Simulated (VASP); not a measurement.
Crystal: NaH.

```
Na H
1.0
     0.00000    2.44000    2.44000
     2.44000    0.00000    2.44000
     2.44000    2.44000    0.00000
Na H
1 1
Direct
  0.00000 0.00000 0.00000
  0.50000 0.50000 0.50000
```

```yaml
Program: VASP 6.6.1
Task: relaxation of cell and atoms
Functional: PBEsol
Potentials_or_basis: VASP PAW PBE potentials, release 64 (Na_pv, H)
Cutoff: 600 eV
k_mesh: 16 × 16 × 16
Occupations: fermi-dirac, width 0.1 eV
Spin: no spin polarisation
```

At the start: pressure -1.2 GPa; volume 14.53 Å³/atom.

Task: Where does the relaxation end?

Result: Over 4 steps the energy falls by 2.9 meV/atom and the volume is 13.76 Å³/atom (-5.3 %); space group Fm-3m (No. 225, to 0.05 Å).

The path:
```tsv
step	energy change (eV)	largest force (eV/Å)	pressure (GPa)	volume (Å³)
1	0.0000	0.0000	-1.18	29.05
2	-0.0029	0.0000	-0.84	28.60
3	-0.0056	0.0000	-0.24	27.82
4	-0.0058	0.0000	0.02	27.52
```

Final structure:
```
CELL_PARAMETERS angstrom
0.00000 2.39628 2.39628
2.39628 0.00000 2.39628
2.39628 2.39628 0.00000
ATOMIC_POSITIONS crystal
Na 0.00000 0.00000 0.00000
H 0.50000 0.50000 0.50000
```

Caveat: the PAW data sets were made with another functional, which shifts forces and pressure a little.
